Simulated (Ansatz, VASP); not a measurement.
# Si3N4 in VASP and in Ansatz

The input POSCAR:

```
Si3N4
1.0
    7.6056646856      0.0000000000      0.0000000000
   -3.8028323428      6.5866988304      0.0000000000
    0.0000000000      0.0000000000      2.9056457473
Si N
6 8
Direct
    0.2306112143      0.8245680109      0.7500000000
    0.4060432034      0.2306112143      0.2500000000
    0.8245680109      0.5939567966      0.2500000000
    0.1754319891      0.4060432034      0.7500000000
    0.5939567966      0.7693887857      0.7500000000
    0.7693887857      0.1754319891      0.2500000000
    0.3333333333      0.6666666667      0.7500000000
    0.6666666667      0.3333333333      0.2500000000
    0.9687376643      0.6696816967      0.7500000000
    0.2990559676      0.9687376643      0.2500000000
    0.6696816967      0.7009440324      0.2500000000
    0.3303183033      0.2990559676      0.7500000000
    0.0312623357      0.3303183033      0.2500000000
    0.7009440324      0.0312623357      0.7500000000
```

The input INCAR.step1:

```
PREC = Accurate
ENCUT = 520
ISMEAR = 0
SIGMA = 0.01
LREAL = False
LASPH = True
NELM = 60
NBANDS = 45
GGA = PE
ALGO = Normal
EDIFF = 1E-4
LWAVE = True
LCHARG = False
```

Contents of INCAR.step2:

```
PREC = Accurate
ENCUT = 520
EDIFF = 1E-7
ISMEAR = 0
SIGMA = 0.01
LREAL = False
LASPH = True
NELM = 60
ALGO = Normal
ISIF = 2
LWAVE = False
LCHARG = True
METAGGA = R2SCAN
LMIXTAU = True
LELF = True
LVHAR = True
NBANDS = 45
ISTART = 1
```

The input KPOINTS:

```
regular mesh
0
Gamma
  6 6 8
```

Input for Ansatz:

```yaml
crystal:
  lattice:
    - [7.6056646856, 0.0, 0.0]
    - [-3.8028323428, 6.5866988304, 0.0]
    - [0.0, 0.0, 2.9056457473]
  atoms:
    - { symbol: Si, position: [0.2306112143, 0.8245680109, 0.75] }
    - { symbol: Si, position: [0.4060432034, 0.2306112143, 0.25] }
    - { symbol: Si, position: [0.8245680109, 0.5939567966, 0.25] }
    - { symbol: Si, position: [0.1754319891, 0.4060432034, 0.75] }
    - { symbol: Si, position: [0.5939567966, 0.7693887857, 0.75] }
    - { symbol: Si, position: [0.7693887857, 0.1754319891, 0.25] }
    - { symbol: "N", position: [0.3333333333, 0.6666666667, 0.75] }
    - { symbol: "N", position: [0.6666666667, 0.3333333333, 0.25] }
    - { symbol: "N", position: [0.9687376643, 0.6696816967, 0.75] }
    - { symbol: "N", position: [0.2990559676, 0.9687376643, 0.25] }
    - { symbol: "N", position: [0.6696816967, 0.7009440324, 0.25] }
    - { symbol: "N", position: [0.3303183033, 0.2990559676, 0.75] }
    - { symbol: "N", position: [0.0312623357, 0.3303183033, 0.25] }
    - { symbol: "N", position: [0.7009440324, 0.0312623357, 0.75] }
kpoints:
  mp_grid: { grid: [6, 6, 8] }
  band_path:
    path:
      - [0.0, 0.0, 0.0]
      - [0.5, 0.0, 0.0]
      - [0.3333333333, 0.3333333333, 0.0]
      - [0.0, 0.0, 0.5]
      - [0.5, 0.0, 0.5]
      - [0.3333333333, 0.3333333333, 0.5]
      - [0.0, 0.0, 0.171875]
    npoints: 1
hamiltonian:
  xc: r2scan
scf:
  occupations: { method: fixed }
  n_extra_bands: 7
output:
  forces: true
  stress: true
  eigenvalues: true
```

Alike in both runs: task single point; functional r2SCAN; k mesh 6 × 6 × 8; no spin polarisation.

|  | VASP | Ansatz |
| --- | --- | --- |
| version | VASP 6.6.1 | Ansatz 0.2.0 |
| potentials or method | VASP PAW PBE potentials, release 64 (Si, N) | plane waves, PAW |
| plane-wave cutoff (eV) | 520 | 500 |
| occupations | gaussian, width 0.01 eV | fixed |
| valence electrons in the cell | 64 | 64 |

|  | VASP | Ansatz | Ansatz less VASP |
| --- | --- | --- | --- |
| gap on the k mesh at the Fermi level (eV) | 5.00 | 5.01 | +0.008 |
| pressure (GPa) | -0.2 | 0.0 | +0.17 |

VASP's potentials were made for PBE, not for r2SCAN.
